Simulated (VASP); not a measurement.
# InSb (F-43m) in VASP: single point with PBE

Aim: the single point of InSb with PBE.

Program: VASP 6.6.1. These are calculated values, not measurements. Logs are shortened: lines on timing, memory, paths and dates and some standing lists are left out, and cuts for length are marked.

## 1. The cell of the first run

Symmetry: F-43m, No. 216, cubic system. The conventional cell has a = 6.478 Å, b = 6.478 Å, c = 6.478 Å, α = 90.00°, β = 90.00°, γ = 90.00°. Within 3.7 Å of In (site symmetry -43m) lie 4 Sb at 2.81 Å. Within 3.7 Å of Sb (site symmetry -43m) lie 4 In at 2.81 Å.

## 2. Single point, PBE

INCAR

```
ALGO     = Normal         # electronic algorithm
EDIFF    = 1E-6           # SCF threshold, eV
ENCUT    = 520            # plane-wave cutoff, eV
GGA      = PE             # functional
ISIF     = 2              # what is computed and relaxed
ISMEAR   = 0              # smearing method
LASPH    = True           # aspherical terms in the spheres
LCHARG   = True           # write CHGCAR
LELF     = True           # ELF
LREAL    = False          # projectors in reciprocal space
LVHAR    = True         
LWAVE    = False          # write WAVECAR
NBANDS   = 16             # bands
NELM     = 100            # most SCF steps
PREC     = Accurate       # precision mode
SIGMA    = 0.05           # smearing width, eV
```

KPOINTS

```
k-points
0
Gamma
  10 10 10
```

POSCAR

```
InSb
1.0
    0.0000000000      3.2391000000      3.2391000000
    3.2391000000      0.0000000000      3.2391000000
    3.2391000000      3.2391000000      0.0000000000
In Sb
1 1
Direct
    0.0000000000      0.0000000000      0.0000000000
    0.2500000000      0.2500000000      0.2500000000
```

Potentials or basis: VASP PAW PBE potentials, release 64 (In_d, Sb).

Started as:

```sh
$ cat potpaw_PBE.64/In_d/POTCAR potpaw_PBE.64/Sb/POTCAR > POTCAR
$ mpirun -np 1 vasp_std > vasp.out
```

OUTCAR:

```text
EDIFF = 1E-6
   ENCUT = 520
   GGA = PE
   ISIF = 2
   ISMEAR = 0
   LASPH = True
   LREAL = False
   NELM = 100
   PREC = Accurate

 ion  position               nearest neighbor table
   1  0.000  0.000  0.000-   2 2.81   2 2.81   2 2.81   2 2.81
   2  0.250  0.250  0.250-   1 2.81   1 2.81   1 2.81   1 2.81

  LATTYP: Found a face centered cubic cell.
 ALAT       =     6.4782000000

  Lattice vectors:

 A1 = (   0.0000000000,   3.2391000000,   3.2391000000)
 A2 = (   3.2391000000,   0.0000000000,   3.2391000000)
 A3 = (   3.2391000000,   3.2391000000,   0.0000000000)

Analysis of symmetry for initial positions (statically):
=====================================================================
 Subroutine PRICEL returns:
 Original cell was already a primitive cell.

 Routine SETGRP: Setting up the symmetry group for a
 face centered cubic supercell.

 Subroutine GETGRP returns: Found 24 space group operations
 (whereof 24 operations were pure point group operations)
 out of a pool of 48 trial point group operations.

The static configuration has the point symmetry T_d .

Analysis of symmetry for dynamics (positions and initial velocities):
=====================================================================
 Subroutine PRICEL returns:
 Original cell was already a primitive cell.

 Routine SETGRP: Setting up the symmetry group for a
 face centered cubic supercell.

 Subroutine GETGRP returns: Found 24 space group operations
 (whereof 24 operations were pure point group operations)
 out of a pool of 48 trial point group operations.

The dynamic configuration has the point symmetry T_d .

 Subroutine INISYM returns: Found 24 space group operations
 (whereof 24 operations are pure point group operations),
 and found     1 'primitive' translations

----------------------------------------------------------------------------------------

                                     Primitive cell

  volume of cell :      67.9678

  direct lattice vectors                    reciprocal lattice vectors
     0.000000000  3.239100000  3.239100000    -0.154363867  0.154363867  0.154363867
     3.239100000  0.000000000  3.239100000     0.154363867 -0.154363867  0.154363867
     3.239100000  3.239100000  0.000000000     0.154363867  0.154363867 -0.154363867

  length of vectors
     4.580779150  4.580779150  4.580779150     0.267366060  0.267366060  0.267366060

  position of ions in fractional coordinates (direct lattice)
     0.000000000  0.000000000  0.000000000
     0.250000000  0.250000000  0.250000000

  ion indices of the primitive-cell ions
   primitive index   ion index
                 1           1
                 2           2

----------------------------------------------------------------------------------------

 KPOINTS: k-points

Automatic generation of k-mesh.
 Grid dimensions read from file:
 generate k-points for:   10   10   10

 Generating k-lattice:

  Cartesian coordinates                     Fractional coordinates (reciprocal lattice)
    -0.015436387  0.015436387  0.015436387     0.100000000  0.000000000  0.000000000
     0.015436387 -0.015436387  0.015436387     0.000000000  0.100000000  0.000000000
     0.015436387  0.015436387 -0.015436387     0.000000000  0.000000000  0.100000000

  Length of vectors
     0.026736606  0.026736606  0.026736606

  Shift w.r.t. Gamma in fractional coordinates (k-lattice)
     0.000000000  0.000000000  0.000000000

 Subroutine IBZKPT returns following result:
 ===========================================

 Found     47 irreducible k-points:

 Following reciprocal coordinates:
            Coordinates               Weight
  0.000000  0.000000  0.000000      1.000000
  0.100000  0.000000  0.000000      8.000000
  0.200000  0.000000  0.000000      8.000000
  0.300000  0.000000  0.000000      8.000000
  0.400000  0.000000  0.000000      8.000000
  0.500000  0.000000  0.000000      4.000000
[... 16 lines left out ...]
  0.300000  0.300000  0.000000      6.000000
  0.400000  0.300000  0.000000     24.000000
 [... further k-points ...]
   k-points           NKPTS =     47   k-points in BZ     NKDIM =     47   number of bands    NBANDS=     16
   number of dos      NEDOS =    301   number of ions     NIONS =      2
   total plane-waves  NPLWV =  46656
   dimension x,y,z NGX =    36 NGY =   36 NGZ =   36
   dimension x,y,z NGXF=    72 NGYF=   72 NGZF=   72
   ions per type =               1   1
   NGX,Y,Z   is equivalent  to a cutoff of  13.07, 13.07, 13.07 a.u.
   NGXF,Y,Z  is equivalent  to a cutoff of  26.13, 26.13, 26.13 a.u.
 SYSTEM =  unknown system
   PREC   = accura    normal or accurate (medium, high low for compatibility)
   ISTART =      0    job   : 0-new  1-cont  2-samecut
   ICHARG =      2    charge: 1-file 2-atom 10-const
   ISPIN  =      1    spin polarized calculation?
   LNONCOLLINEAR =      F non collinear calculations
   LSORBIT =      F    spin-orbit coupling
   LASPH  =      T    aspherical Exc in radial PAW
   ENCUT  =  520.0 eV  38.22 Ry    6.18 a.u.   8.52  8.52  8.52*2*pi/ulx,y,z
   NELM   =    100;   NELMIN=  2; NELMDL= -5     # of ELM steps
   EDIFF  = 0.1E-05   stopping-criterion for ELM
   LREAL  =      F    real-space projection
   EDIFFG = 0.1E-04   stopping-criterion for IOM
   NSW    =      0    number of steps for IOM
   IBRION =     -1    ionic relax: 0-MD 1-quasi-New 2-CG
   NFREE  =      0    steps in history (QN), initial steepest desc. (CG)
   ISIF   =      2    stress and relaxation
   ISYM   =      2    0-nonsym 1-usesym 2-fastsym
   POTIM  = 0.5000    time-step for ionic-motion
   TEBEG  =    0.0;   TEEND  =   0.0 temperature during run
   PSTRESS=    0.0 pullay stress
   NELECT =      18.0000    total number of electrons
   NUPDOWN=      -1.0000    fix difference up-down
   EMIN   =  10.00;   EMAX   =-10.00  energy-range for DOS
   EFERMI =   0.00;   METHOD = LEGACY
   ISMEAR =     0;   SIGMA  =   0.05  broadening in eV -4-tet -1-fermi 0-gaus
   EFERMI_NEDOS =   21; number of points for ismear=-14 and -15
   IALGO  =     38    algorithm
   IMIX   =      4    mixing-type and parameters
     AMIX     =   0.40;   BMIX     =  1.00
     AMIX_MAG =   1.60;   BMIX_MAG =  1.00
  volume/ion in A,a.u.               =      33.98       229.33
  Fermi-wavevector in a.u.,A,eV,Ry     =   1.051311  1.986690 15.037912  1.105255
  Thomas-Fermi vector in A             =   2.186349
   LORBIT       =      0    0 simple, 1 ext, 2 COOP (PROOUT), +10 PAW based schemes
   GGA     = PE    functional components
   LHFCALC =     F    Hartree Fock is set to
   AEXX    =    0.0000 exact exchange contribution
   IVDW    =     0    specifies the selected vdW correction
   LEPSILON=     F    determine dielectric tensor
   LRPA    =     F    only Hartree local field effects (RPA)
 non-spin polarized calculation
 Gauss-broadening in eV      SIGMA  =   0.05
  energy-cutoff  :      520.00
  volume of cell :       67.97
 maximum number of plane-waves:      1853
 NGX is ok and might be reduce to    36
   NGX = 17   NGY = 17   NGZ = 17

 number of electron      17.9999993 magnetization

 Free energy of the ion-electron system (eV)
  ---------------------------------------------------
  ext. energy  EPLUGINS =         0.00000000
  ---------------------------------------------------
  free energy    TOTEN  =        -6.90581377 eV

  energy without entropy =       -6.90573661  energy(sigma->0) =       -6.90577519

 E-fermi :   5.1248     XC(G=0):  -8.6873

 val. band max:        5.1096053983   @ k =   0.0000   0.0000   0.0000
 cond. band min:       5.6481017478   @ k =   0.5000   0.0000   0.0000
 fundamental gap:      0.5384963495
 Fermi energy:         5.1248366882

 k-point     1 :       0.0000    0.0000    0.0000
  band No.  band energies     occupation
      1      -9.4971      2.00000
      2      -9.4971      2.00000
      3      -9.4971      2.00000
      4      -9.4118      2.00000
      5      -9.4118      2.00000
      6      -5.6106      2.00000
[... 8 lines left out ...]
     15      13.3902      0.00000
     16      13.3902      0.00000

 k-point     2 :       0.1000    0.0000    0.0000
  band No.  band energies     occupation
      1      -9.5017      2.00000
      2      -9.4950      2.00000
      3      -9.4950      2.00000
      4      -9.4119      2.00000
      5      -9.4119      2.00000
      6      -5.5195      2.00000
[... 8 lines left out ...]
     15      12.7512      0.00000
     16      12.7512      0.00000

 k-point     3 :       0.2000    0.0000    0.0000
  band No.  band energies     occupation
      1      -9.5137      2.00000
      2      -9.4897      2.00000
      3      -9.4897      2.00000
      4      -9.4121      2.00000
      5      -9.4121      2.00000
      6      -5.2564      2.00000
[... 8 lines left out ...]
     15      12.3612      0.00000
     16      12.3612      0.00000

 k-point     4 :       0.3000    0.0000    0.0000
  band No.  band energies     occupation
      1      -9.5284      2.00000
      2      -9.4838      2.00000
      3      -9.4838      2.00000
      4      -9.4116      2.00000
      5      -9.4116      2.00000
      6      -4.8619      2.00000
[... 8 lines left out ...]
     15      12.6148      0.00000
     16      12.6148      0.00000
[... 324 lines left out ...]
 k-point    22 :      -0.2000    0.2000    0.0000
  band No.  band energies     occupation
      1      -9.5343      2.00000
      2      -9.4813      2.00000
      3      -9.4783      2.00000
      4      -9.4146      2.00000
      5      -9.4107      2.00000
      6      -4.7231      2.00000
[... 8 lines left out ...]
     15      13.4506      0.00000
     16      13.9693      0.00000

 k-point    23 :       0.3000    0.3000    0.0000
  band No.  band energies     occupation
      1      -9.5514      2.00000
      2      -9.4685      2.00000
      3      -9.4685      2.00000
      4      -9.4238      2.00000
      5      -9.4058      2.00000
      6      -4.5898      2.00000
[... 8 lines left out ...]
     15      14.2787      0.00000
     16      14.8009      0.00000

 k-point    24 :       0.4000    0.3000    0.0000
  band No.  band energies     occupation
      1      -9.5606      2.00000
      2      -9.4640      2.00000
      3      -9.4630      2.00000
      4      -9.4254      2.00000
      5      -9.4051      2.00000
      6      -4.2425      2.00000
[... 8 lines left out ...]
     15      14.7241      0.00000
     16      15.2066      0.00000

 [... further k-points ...]
[... 5 lines left out ...]
  --------------------------------------------------------------------------------------
  -------------------------------------------------------------------------------------
  Total        1.3217079      1.3217079      1.3217079      0.0000000      0.0000000      0.0000000
  in kB       31.1560938     31.1560938     31.1560938      0.0000000      0.0000000      0.0000000
  external PRESSURE =      31.1560938 kB  Pullay stress =       0.0000000 kB

 VOLUME and BASIS-vectors are now :
 -----------------------------------------------------------------------------
  energy-cutoff  :      520.00
  volume of cell :       67.97
      direct lattice vectors                 reciprocal lattice vectors
     0.000000000  3.239100000  3.239100000    -0.154363867  0.154363867  0.154363867
     3.239100000  0.000000000  3.239100000     0.154363867 -0.154363867  0.154363867
     3.239100000  3.239100000  0.000000000     0.154363867  0.154363867 -0.154363867

 POSITION                                       TOTAL-FORCE (eV/Angst)
 -----------------------------------------------------------------------------------
      0.00000      0.00000      0.00000        -0.000000     -0.000000     -0.000000
      1.61955      1.61955      1.61955         0.000000      0.000000      0.000000
 -----------------------------------------------------------------------------------
    total drift:                               -0.000000     -0.000000     -0.000000

  FREE ENERGIE OF THE ION-ELECTRON SYSTEM (eV)
  ---------------------------------------------------
  free  energy   TOTEN  =        -6.9058137702 eV

  energy  without entropy=       -6.9057366123  energy(sigma->0) =       -6.90577519
```

Run time: 53 s. Hardware: 1 thread of Intel Xeon Platinum 8259CL at 2.50GHz (Skylake/Cascade Lake), shared host; peak memory 0.23 GiB.

What came out:

| Property | Result |
| --- | --- |
| Free energy | -6.9058 eV |
| Pressure | 3.1 GPa |
| Band gap on the k mesh | zero (filled and empty bands touch) |

Caveat: spin-orbit coupling is left out, which moves the levels of the heavy elements.
